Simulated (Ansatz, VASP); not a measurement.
## Two plane-wave programs on K

The input INCAR:

```
SYSTEM = K
ALGO = Normal ; EDIFF = 1E-6
ENCUT = 520 ; GGA = PE
ISIF = 2 ; ISMEAR = -1
LASPH = .True. ; LCHARG = .True.
LELF = .True. ; LREAL = .False.
LVHAR = .True. ; LWAVE = .False.
NBANDS = 16 ; NELM = 100
PREC = Accurate ; SIGMA = 0.1
```

Contents of KPOINTS:

```
k-points
0
Gamma
  9 9 9
  0 0 0
```

File POSCAR:

```
K
1.0
    0.0000000000      5.0032860617      5.0032860617
    5.0032860617      0.0000000000      5.0032860617
    5.0032860617      5.0032860617      0.0000000000
K
2
Direct
    0.1250000000      0.1250000000      0.1250000000
    0.8750000000      0.8750000000      0.8750000000
```

Input for Ansatz:

```yaml
crystal:
  lattice:
    - [0.0, 5.0032860617, 5.0032860617]
    - [5.0032860617, 0.0, 5.0032860617]
    - [5.0032860617, 5.0032860617, 0.0]
  atoms:
    - { symbol: K, position: [0.125, 0.125, 0.125] }
    - { symbol: K, position: [0.875, 0.875, 0.875] }
hamiltonian:
  xc: pbe
  pseudopotentials:
    kind: paw
    azcp:
      K: "pseudopotentials/K.paw.azcp"
basis:
  ecutwfc: 420
  fft_grid_basis: typed
kpoints:
  mp_grid: { grid: [9, 9, 9], shift: [0, 0, 0] }
magnetization:
  spin_polarized: false
scf:
  occupations: { method: fermi_dirac, width: 0.1 }
output:
  stress: true
```

Alike in both runs: task single point; functional PBE; k mesh 9 × 9 × 9; occupations fermi-dirac, width 0.1 eV; no spin polarisation.

|  | VASP | Ansatz |
| --- | --- | --- |
| version | VASP 6.6.1 | Ansatz 0.2.0 |
| potentials or method | VASP PAW PBE potentials, release 64 (K_sv), cutoff 520 eV | plane waves (420 eV) with PAW, scalar-relativistic |
| valence electrons in the cell | 18 | 18 |

|  | VASP | Ansatz | Ansatz less VASP |
| --- | --- | --- | --- |
| pressure (GPa) | -0.1 | -0.1 | +0.01 |

With one functional, cell and mesh, what is left measures potentials, basis and numerics.
